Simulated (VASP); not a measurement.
Input of a VASP 6.6.1 run:

INCAR

```
PREC     = Accurate       # precision mode
ENCUT    = 520            # plane-wave cutoff, eV
EDIFF    = 1E-7           # SCF threshold, eV
ISMEAR   = 0              # smearing method
SIGMA    = 0.1            # smearing width, eV
LREAL    = False          # projectors in reciprocal space
LASPH    = True           # aspherical terms in the spheres
NELM     = 150            # most SCF steps
ALGO     = Normal         # electronic algorithm
ISIF     = 2              # what is computed and relaxed
LWAVE    = False          # write WAVECAR
LCHARG   = True           # write CHGCAR
ISPIN    = 2              # spin polarisation
MAGMOM   = 3.76 3.76 3.76 3.76 3.76 3.76 0.37 0.37 0.37 0.37 0.37 0.37 # initial moments
LORBIT   = 11             # projections on sites
LMAXMIX  = 4              # l up to which the mixer works
LDIPOL   = True         
IDIPOL   = 3            
DIPOL    = 0.5 0.5 0.500
GGA      = PS             # functional
LVHAR    = True         
LVACPOTAV= True         
NBANDS   = 58             # bands
KPAR     = 4
```

The input KPOINTS:

```
regular mesh
0
Gamma
  12 12 1
```

File POSCAR:

```
FeO
1.0
    3.0023033395      0.0000000000      0.0000000000
    0.0000000000      3.0023033395      0.0000000000
    0.0000000000      0.0000000000     25.6147452527
Fe O
6 6
Direct
    0.5000000000      0.5000000000      0.2970088282
    0.0000000000      0.0000000000      0.3698852469
    0.5000000000      0.5000000000      0.4622770033
    0.0000000000      0.0000000000      0.5377229956
    0.5000000000      0.5000000000      0.6301147531
    0.0000000000      0.0000000000      0.7029911727
    0.0000000000      0.0000000000      0.2877871345
    0.5000000000      0.5000000000      0.3778711713
    0.0000000000      0.0000000000      0.4555862680
    0.5000000000      0.5000000000      0.5444137314
    0.0000000000      0.0000000000      0.6221288289
    0.5000000000      0.5000000000      0.7122128660
```

Potentials or basis: VASP PAW PBE potentials, release 64 (Fe, O).

Launch:

```bash
$ cat potpaw_PBE.64/Fe/POTCAR potpaw_PBE.64/O/POTCAR > POTCAR
$ mpirun -np 4 vasp_std > vasp.out
```

(1) Estimate the net moment.

(2) What does it give for the site moments?

(3) Estimate the band gap on the k mesh.

(4) Predict the largest force.

Results:

(1) 23.98 μB per cell.

(2) Fe +3.55, +3.59, +3.61 (each value once); O +0.30, +0.33, +0.32 (each value once) μB.

(3) zero (filled and empty bands overlap).

(4) 0.039 eV/Å.

Caveat: the PAW data sets were made with another functional, which shifts forces and pressure a little; semilocal functionals often make such compounds metallic where correlation or magnetic order opens a gap, which also shifts bond lengths; the run started ferromagnetic, and an antiferromagnetic order may lie lower in energy.
